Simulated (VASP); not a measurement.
Here is a VASP 6.6.1 calculation.

File INCAR:

```
  ALGO = Normal
  EDIFF = 1E-6
  EDIFFG = -0.002
  ENCUT = 600
  GGA = PS
  IBRION = 2
  ISIF = 3
  ISMEAR = 0
  LASPH = True
  LCHARG = False
  LREAL = False
  LWAVE = False
  NELM = 80
  NSW = 100
  PREC = Accurate
  PSTRESS = 70.0
  SIGMA = 0.01
```

KPOINTS

```
k-points
0
Gamma
  6 6 6
```

The input POSCAR:

```
CdS
1.0
    0.0000000000      2.9122848905      2.9122848905
    2.9122848905      0.0000000000      2.9122848905
    2.9122848905      2.9122848905      0.0000000000
Cd S
1 1
Direct
    0.0000000000      0.0000000000      0.0000000000
    0.7500000000      0.7500000000      0.7500000000
```

Potentials or basis: VASP PAW PBE potentials, release 64 (Cd, S).

The run is started by

```console
$ cat potpaw_PBE.64/Cd/POTCAR potpaw_PBE.64/S/POTCAR > POTCAR
$ mpirun -np 1 vasp_std > vasp.out
```

(1) What does it give for the band gap on the k mesh?

(2) What does it give for the space group after relaxing (to 0.1 Å)?

(3) What does it give for the relaxed cell?

(4) Estimate the relaxed volume.

## Answers

(1) 1.19 eV.

(2) F-43m (No. 216).

(3) a = 4.002 Å, b = 4.002 Å, c = 4.002 Å, α = 60.00°, β = 60.00°, γ = 60.00°.

(4) 22.66 Å³/atom.

Caveat: the cell is relaxed towards a set pressure, so the run minimises the enthalpy, not the energy; the PAW data sets were made with another functional, which shifts forces and pressure a little.
